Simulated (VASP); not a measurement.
A run of VASP 6.6.1 is set up as follows.

File INCAR:

```
PREC = Accurate
ENCUT = 520
EDIFF = 1E-7
ISMEAR = 0
SIGMA = 0.1
LREAL = False
LASPH = True
NELM = 100
ALGO = Normal
ISIF = 2
LWAVE = False
LCHARG = True
LDIPOL = True
IDIPOL = 3
DIPOL = 0.5 0.5 0.299
GGA = PE
IVDW = 12
LELF = True
LVHAR = True
LVACPOTAV = True
NBANDS = 108
```

KPOINTS

```
regular mesh
0
Gamma
  5 5 1
```

File POSCAR:

```
Rh6N
1.0
    5.3650160441      0.0000000000      0.0000000000
    0.0000000000      5.3650160441      0.0000000000
    0.0000000000      0.0000000000     22.4874012803
Rh N
12 2
Direct
    0.2500000000      0.2500000000      0.1778773790
    0.2500000000      0.7500000000      0.1778773790
    0.7500000000      0.2500000000      0.1778773790
    0.7500000000      0.7500000000      0.1778773790
    0.0000000000      0.0000000000      0.2598726471
    0.0000000000      0.5000000000      0.2598726471
    0.5000000000      0.0000000000      0.2598726471
    0.5000000000      0.5000000000      0.2598726471
    0.2500000000      0.2500000000      0.3418536977
    0.2500000000      0.7500000000      0.3418536977
    0.7500000000      0.2500000000      0.3418536977
    0.7500000000      0.7500000000      0.3418536977
    0.2500000000      0.2500000000      0.5063902733
    0.2500000000      0.2500000000      0.5553065525
```

Potentials or basis: VASP PAW PBE potentials, release 64 (Rh_pv, N).

Run with:

```bash
$ cat potpaw_PBE.64/Rh_pv/POTCAR potpaw_PBE.64/N/POTCAR > POTCAR
$ mpirun -np 1 vasp_std > vasp.out
```

(1) Estimate the dispersion energy per atom.

(2) What does it give for the largest force?

(3) Predict the band gap on the k mesh.

Answers

(1) -0.352 eV.

(2) 2.166 eV/Å.

(3) zero (bands 95 and 96 overlap by 0.70 eV).

Caveat: the standard files for N, O and F lose accuracy on very short bonds.
